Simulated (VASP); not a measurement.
# BN (Qingsongite) (P1) in VASP: a series of runs

The runs below take BN (Qingsongite) through single point, with PBE+D4.

Everything below comes from runs of VASP 6.6.1. Logs are shortened: lines on timing, memory, paths and dates and some standing lists are left out, and cuts for length are marked.

## 1. The cell of the first run

The typed cell holds 2 atoms: a = 2.556 Å, b = 2.556 Å, c = 2.556 Å, α = 60.00°, β = 60.00°, γ = 60.00°.

## 2. Single point, PBE+D4

INCAR reads:

```
PREC = Accurate ; ENCUT = 520
EDIFF = 1E-7 ; ISMEAR = 1
SIGMA = 0.05 ; LREAL = F
LASPH = T ; NELM = 60
ALGO = Normal ; ISIF = 2
LWAVE = F ; LCHARG = F
GGA = PE ; IVDW = 13
NBANDS = 11
```

KPOINTS reads:

```
regular mesh
0
Gamma
  6 6 6
```

POSCAR reads:

```
BN
1.0
    0.0000000000      1.8075000000      1.8075000000
    1.8075000000      0.0000000000      1.8075000000
    1.8075000000      1.8075000000      0.0000000000
B N
1 1
Direct
    0.0174100000      0.9862100000      0.9912500000
    0.2611831259      0.2567668741      0.2387268741
```

Potentials or basis: VASP PAW PBE potentials, release 64 (B, N).

Command:

```bash
$ cat potpaw_PBE.64/B/POTCAR potpaw_PBE.64/N/POTCAR > POTCAR
$ mpirun -np 1 vasp_std > vasp.out
```

OUTCAR:

```text
PREC = Accurate
   ENCUT = 520
   EDIFF = 1E-7
   ISMEAR = 1
   LREAL = F
   LASPH = T
   NELM = 60
   ISIF = 2
   GGA = PE
   IVDW = 13

 ion  position               nearest neighbor table
   1  0.017  0.986  0.991-   2 1.52   2 1.57   2 1.58   2 1.59
   2  0.261  0.257  0.239-   1 1.52   1 1.57   1 1.58   1 1.59

  LATTYP: Found a face centered cubic cell.
 ALAT       =     3.6150000000

  Lattice vectors:

 A1 = (   0.0000000000,   1.8075000000,   1.8075000000)
 A2 = (   1.8075000000,   0.0000000000,   1.8075000000)
 A3 = (   1.8075000000,   1.8075000000,   0.0000000000)

Analysis of symmetry for initial positions (statically):
=====================================================================
 Subroutine PRICEL returns:
 Original cell was already a primitive cell.

 Routine SETGRP: Setting up the symmetry group for a
 face centered cubic supercell.

 Subroutine GETGRP returns: Found  1 space group operations
 (whereof  1 operations were pure point group operations)
 out of a pool of 48 trial point group operations.

The static configuration has the point symmetry C_1 .

Analysis of symmetry for dynamics (positions and initial velocities):
=====================================================================
 Subroutine PRICEL returns:
 Original cell was already a primitive cell.

 Routine SETGRP: Setting up the symmetry group for a
 face centered cubic supercell.

 Subroutine GETGRP returns: Found  1 space group operations
 (whereof  1 operations were pure point group operations)
 out of a pool of 48 trial point group operations.

The dynamic configuration has the point symmetry C_1 .

 Subroutine INISYM returns: Found  1 space group operations
 (whereof  1 operations are pure point group operations),
 and found     1 'primitive' translations

----------------------------------------------------------------------------------------

                                     Primitive cell

  volume of cell :      11.8104

  direct lattice vectors                    reciprocal lattice vectors
     0.000000000  1.807500000  1.807500000    -0.276625173  0.276625173  0.276625173
     1.807500000  0.000000000  1.807500000     0.276625173 -0.276625173  0.276625173
     1.807500000  1.807500000  0.000000000     0.276625173  0.276625173 -0.276625173

  length of vectors
     2.556191014  2.556191014  2.556191014     0.479128854  0.479128854  0.479128854

  position of ions in fractional coordinates (direct lattice)
     0.017410000  0.986210000  0.991250000
     0.261183126  0.256766874  0.238726874

  ion indices of the primitive-cell ions
   primitive index   ion index
                 1           1
                 2           2

----------------------------------------------------------------------------------------

 KPOINTS: regular mesh

Automatic generation of k-mesh.
 Grid dimensions read from file:
 generate k-points for:    6    6    6

 Generating k-lattice:

  Cartesian coordinates                     Fractional coordinates (reciprocal lattice)
    -0.046104195  0.046104195  0.046104195     0.166666667  0.000000000  0.000000000
     0.046104195 -0.046104195  0.046104195     0.000000000  0.166666667  0.000000000
     0.046104195  0.046104195 -0.046104195     0.000000000  0.000000000  0.166666667

  Length of vectors
     0.079854809  0.079854809  0.079854809

  Shift w.r.t. Gamma in fractional coordinates (k-lattice)
     0.000000000  0.000000000  0.000000000

 Subroutine IBZKPT returns following result:
 ===========================================

 Found    112 irreducible k-points:

 Following reciprocal coordinates:
            Coordinates               Weight
  0.000000  0.000000  0.000000      1.000000
  0.166667  0.000000  0.000000      2.000000
  0.000000  0.166667  0.000000      2.000000
  0.000000  0.000000  0.166667      2.000000
  0.166667  0.166667  0.166667      2.000000
  0.333333  0.000000  0.000000      2.000000
[... 16 lines left out ...]
  0.166667 -0.166667 -0.166667      2.000000
  0.333333  0.333333  0.166667      2.000000
 [... further k-points ...]
   k-points           NKPTS =    112   k-points in BZ     NKDIM =    112   number of bands    NBANDS=     11
   number of dos      NEDOS =    301   number of ions     NIONS =      2
   total plane-waves  NPLWV =   8000
   dimension x,y,z NGX =    20 NGY =   20 NGZ =   20
   dimension x,y,z NGXF=    40 NGYF=   40 NGZF=   40
   ions per type =               1   1
   NGX,Y,Z   is equivalent  to a cutoff of  13.01, 13.01, 13.01 a.u.
   NGXF,Y,Z  is equivalent  to a cutoff of  26.01, 26.01, 26.01 a.u.
 SYSTEM =  unknown system
   PREC   = accura    normal or accurate (medium, high low for compatibility)
   ISTART =      0    job   : 0-new  1-cont  2-samecut
   ICHARG =      2    charge: 1-file 2-atom 10-const
   ISPIN  =      1    spin polarized calculation?
   LNONCOLLINEAR =      F non collinear calculations
   LSORBIT =      F    spin-orbit coupling
   LASPH  =      T    aspherical Exc in radial PAW
   ENCUT  =  520.0 eV  38.22 Ry    6.18 a.u.   4.75  4.75  4.75*2*pi/ulx,y,z
   NELM   =     60;   NELMIN=  2; NELMDL= -5     # of ELM steps
   EDIFF  = 0.1E-06   stopping-criterion for ELM
   LREAL  =      F    real-space projection
   EDIFFG = 0.1E-05   stopping-criterion for IOM
   NSW    =      0    number of steps for IOM
   IBRION =     -1    ionic relax: 0-MD 1-quasi-New 2-CG
   NFREE  =      0    steps in history (QN), initial steepest desc. (CG)
   ISIF   =      2    stress and relaxation
   ISYM   =      2    0-nonsym 1-usesym 2-fastsym
   POTIM  = 0.5000    time-step for ionic-motion
   TEBEG  =    0.0;   TEEND  =   0.0 temperature during run
   PSTRESS=    0.0 pullay stress
   NELECT =       8.0000    total number of electrons
   NUPDOWN=      -1.0000    fix difference up-down
   EMIN   =  10.00;   EMAX   =-10.00  energy-range for DOS
   EFERMI =   0.00;   METHOD = LEGACY
   ISMEAR =     1;   SIGMA  =   0.05  broadening in eV -4-tet -1-fermi 0-gaus
   EFERMI_NEDOS =   21; number of points for ismear=-14 and -15
   IALGO  =     38    algorithm
   IMIX   =      4    mixing-type and parameters
     AMIX     =   0.40;   BMIX     =  1.00
     AMIX_MAG =   1.60;   BMIX_MAG =  1.00
  volume/ion in A,a.u.               =       5.91        39.85
  Fermi-wavevector in a.u.,A,eV,Ry     =   1.437749  2.716952 28.124920  2.067123
  Thomas-Fermi vector in A             =   2.556793
   LORBIT       =      0    0 simple, 1 ext, 2 COOP (PROOUT), +10 PAW based schemes
   GGA     = PE    functional components
   LHFCALC =     F    Hartree Fock is set to
   AEXX    =    0.0000 exact exchange contribution
   IVDW    =    13    specifies the selected vdW correction
   LEPSILON=     F    determine dielectric tensor
   LRPA    =     F    only Hartree local field effects (RPA)
 non-spin polarized calculation
 Methfessel and Paxton  Order N= 1 SIGMA  =   0.05
  energy-cutoff  :      520.00
  volume of cell :       11.81
 maximum number of plane-waves:       332
   NGX =  9   NGY =  9   NGZ =  9

 number of electron       8.0000000 magnetization

 Free energy of the ion-electron system (eV)
  ---------------------------------------------------
  ext. energy  EPLUGINS =         0.00000000
  ---------------------------------------------------
  free energy    TOTEN  =       -17.42048000 eV

  energy without entropy =      -17.42049342  energy(sigma->0) =      -17.42048447

 E-fermi :   7.7519     XC(G=0): -12.8212

 val. band max:        7.7097820055   @ k =   0.0000   0.0000   0.0000
 cond. band min:      11.8401948330   @ k =   0.5000   0.0000   0.5000
 fundamental gap:      4.1304128276
 Fermi energy:         7.7518760988

 k-point     1 :       0.0000    0.0000    0.0000
  band No.  band energies     occupation
      1     -12.8279      2.00000
      2       6.9332      2.00000
      3       7.5485      2.00000
      4       7.7098      2.00000
      5      15.9802      0.00000
      6      16.0981      0.00000
      7      16.6163      0.00000
      8      17.7712      0.00000
      9      32.1370      0.00000
     10      35.1688      0.00000
     11      35.1703      0.00000

 k-point     2 :       0.1667    0.0000    0.0000
  band No.  band energies     occupation
      1     -12.1572      2.00000
      2       4.4502      2.00000
      3       6.4303      2.00000
      4       7.0489      2.00000
      5      16.5931      0.00000
      6      16.8605      0.00000
      7      17.6114      0.00000
      8      19.5942      0.00000
      9      31.2427      0.00000
     10      31.4829      0.00000
     11      31.6035      0.00000

 k-point     3 :       0.0000    0.1667    0.0000
  band No.  band energies     occupation
      1     -12.1616      2.00000
      2       4.1100      2.00000
      3       6.8681      2.00000
      4       7.0303      2.00000
      5      16.7762      0.00000
      6      17.0010      0.00000
      7      17.1601      0.00000
      8      19.8472      0.00000
      9      31.1946      0.00000
     10      31.2108      0.00000
     11      31.3884      0.00000

 k-point     4 :       0.0000    0.0000    0.1667
  band No.  band energies     occupation
      1     -12.1578      2.00000
      2       4.4011      2.00000
      3       6.4569      2.00000
      4       7.0847      2.00000
      5      16.6112      0.00000
      6      16.8124      0.00000
      7      17.6242      0.00000
      8      19.6276      0.00000
      9      31.2159      0.00000
     10      31.4572      0.00000
     11      31.5836      0.00000

 k-point     5 :       0.1667    0.1667    0.1667
  band No.  band energies     occupation
      1     -12.1564      2.00000
      2       4.5230      2.00000
      3       6.4190      2.00000
      4       6.9664      2.00000
      5      16.6387      0.00000
      6      16.8697      0.00000
      7      17.5794      0.00000
      8      19.5472      0.00000
      9      31.2860      0.00000
     10      31.5451      0.00000
     11      31.6063      0.00000
[... 211 lines left out ...]
 k-point    21 :       0.3333    0.1667    0.3333
  band No.  band energies     occupation
      1     -10.4599      2.00000
      2       1.4530      2.00000
      3       4.5896      2.00000
      4       4.7777      2.00000
      5      15.5467      0.00000
      6      19.7203      0.00000
      7      19.8521      0.00000
      8      20.2834      0.00000
      9      27.0170      0.00000
     10      33.9409      0.00000
     11      36.0027      0.00000

 k-point    22 :       0.1667    0.3333    0.0000
  band No.  band energies     occupation
      1     -10.4719      2.00000
      2       1.1309      2.00000
      3       4.7287      2.00000
      4       5.0577      2.00000
      5      15.5006      0.00000
      6      19.4864      0.00000
      7      20.2366      0.00000
      8      20.5838      0.00000
      9      26.7747      0.00000
     10      33.8069      0.00000
     11      35.1591      0.00000

 k-point    23 :       0.1667   -0.1667   -0.1667
  band No.  band energies     occupation
      1     -10.4644      2.00000
      2       1.3409      2.00000
      3       4.3931      2.00000
      4       5.1386      2.00000
      5      15.4001      0.00000
      6      19.4342      0.00000
      7      20.1793      0.00000
      8      20.6533      0.00000
      9      26.8486      0.00000
     10      33.8245      0.00000
     11      35.4524      0.00000

 k-point    24 :       0.3333    0.3333    0.1667
  band No.  band energies     occupation
      1     -10.4622      2.00000
      2       1.4041      2.00000
      3       4.4162      2.00000
      4       5.0286      2.00000
      5      15.4312      0.00000
      6      19.6264      0.00000
      7      19.9626      0.00000
      8      20.5377      0.00000
      9      26.9099      0.00000
     10      33.8625      0.00000
     11      35.6720      0.00000

 [... further k-points ...]

------------------------ aborting loop because EDIFF is reached ----------------------------------------

  DFT-D4 for vdW energy calculation

  Edisp (eV):   -0.47655

  FORCE on cell =-STRESS in cart. coord.  units (eV):
  Direction    XX          YY          ZZ          XY          YZ          ZX
  --------------------------------------------------------------------------------------
  -------------------------------------------------------------------------------------
  Total      -0.12773    -0.11930    -0.12372    -0.07294    -0.08028     0.06981
  in kB     -17.32705   -16.18457   -16.78318    -9.89474   -10.89017     9.47007
  external pressure =      -16.76 kB  Pullay stress =        0.00 kB

 VOLUME and BASIS-vectors are now :
 -----------------------------------------------------------------------------
  energy-cutoff  :      520.00
  volume of cell :       11.81
      direct lattice vectors                 reciprocal lattice vectors
     0.000000000  1.807500000  1.807500000    -0.276625173  0.276625173  0.276625173
     1.807500000  0.000000000  1.807500000     0.276625173 -0.276625173  0.276625173
     1.807500000  1.807500000  0.000000000     0.276625173  0.276625173 -0.276625173

 POSITION                                       TOTAL-FORCE (eV/Angst)
 -----------------------------------------------------------------------------------
      3.57426      1.82315      1.81404         0.829653     -0.466262      0.678568
      0.89560      0.90359      0.93619        -0.829653      0.466262     -0.678568
 -----------------------------------------------------------------------------------
    total drift:                               -0.000011      0.000022      0.000016

  FREE ENERGIE OF THE ION-ELECTRON SYSTEM (eV)
  ---------------------------------------------------
  free  energy   TOTEN  =       -17.8970349416 eV

  energy  without entropy=      -17.8970483628  energy(sigma->0) =      -17.89703942
```

It took 14 s on 1 thread of Intel Xeon 6975P-C, shared host; peak memory 0.13 GiB.

Results:

```
Free energy                : -17.8970 eV
Pressure                   : -1.7 GPa
Largest force              : 1.169 eV/Å
Band gap on the k mesh     : 4.13 eV, indirect (least direct gap 8.27 eV)
Dispersion energy per atom : -0.238 eV
```

Forces on the atoms (eV/Å):
```
B    0.830 -0.466  0.679
N   -0.830  0.466 -0.679
```

Caveat: the k points lie up to 0.50 Å⁻¹ apart; forces of over 1 eV/Å act on the atoms, so gaps and moduli don't describe the material at rest.

(Continued in part 2 of 2.)
